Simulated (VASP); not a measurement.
Na2H5:

```xyz
7
Lattice="2.1066 -2.2313 0.0000 2.1066 2.2313 0.0000 0.0000 0.0000 8.3599" Properties=species:S:1:pos:R:3 pbc="T T T"
Na    0.0000    0.0000    6.1272
Na    2.1066    0.0000    2.2188
H     1.0533    1.1157    3.8332
H     1.0533   -1.1157    3.8332
H     2.1066    1.2915    4.0277
H     2.1066   -1.2915    4.0277
H     0.0000    0.0000    2.1670
```

The cell was generated, and may not be a known phase.

- Program: VASP 6.6.1
- Task: relaxation of cell and atoms
- Functional: PBE
- Potentials or basis: VASP PAW PBE potentials, release 64 (Na_sv, H)
- Cutoff: 1130 eV
- k mesh: 6 × 6 × 2
- Occupations: gaussian, width 0.1 eV
- Spin: no spin polarisation

At the start: pressure 4.3 GPa; volume 11.23 Å³/atom.

Question: Where does the relaxation end?

Answer: Over 41 steps the energy falls by 163.7 meV/atom and the volume is 12.38 Å³/atom (+10.2 %); space group Cmm2 (No. 35, to 0.1 Å) before and after.

The path:
```
step  energy change (eV)  largest force (eV/Å)  pressure (GPa)  volume (Å³)
   1              0.0000                1.0786            4.35        78.59
   3             -0.6507                0.4195           -0.39        93.23
   5             -0.7338                0.3663           -0.07        94.08
   7             -0.8450                0.2250            0.35        96.95
   9             -0.9008                0.2091           -0.79       102.48
  11             -0.9342                0.1250            0.18        99.58
  13             -0.9504                0.1296           -0.10        98.81
  15             -0.9641                0.1756           -0.41        96.27
  17             -0.9962                0.1603           -0.05        90.75
  19             -0.9994                0.1844            0.13        88.69
  21             -1.0441                0.2059            0.15        86.26
  23             -1.0560                0.2123            0.20        84.74
  25             -1.0926                0.1852            0.05        83.74
  27             -1.1097                0.1464            0.52        83.65
  29             -1.1192                0.0806           -0.19        85.93
  31             -1.1249                0.0612            0.05        86.41
  33             -1.1315                0.0775           -0.29        87.47
  35             -1.1392                0.0720            0.00        86.61
  37             -1.1407                0.0711            0.20        86.10
  39             -1.1430                0.0590            0.00        86.36
  41             -1.1458                0.0140            0.11        86.63
```

Final structure:
```yaml
crystal:
  lattice:
    - [2.09743, -2.69954, 0.00000]
    - [2.09743, 2.69954, 0.00000]
    - [0.00000, 0.00000, 7.64959]
  atoms:
    - { symbol: Na, position: [0.00000, 0.00000, 0.82648] }
    - { symbol: Na, position: [0.50000, 0.50000, 0.21893] }
    - { symbol: H, position: [0.00000, 0.50000, 0.48999] }
    - { symbol: H, position: [0.50000, 0.00000, 0.48999] }
    - { symbol: H, position: [0.24878, 0.75122, 0.48993] }
    - { symbol: H, position: [0.75122, 0.24878, 0.48993] }
    - { symbol: H, position: [0.00000, 0.00000, 0.13291] }
```

Caveat: the k points lie up to 0.41 Å⁻¹ apart in the final cell, too coarse for converged energies and pressures of a metal; an odd number of electrons without spin polarisation forces a metal; a magnetic or distorted state may lie lower.
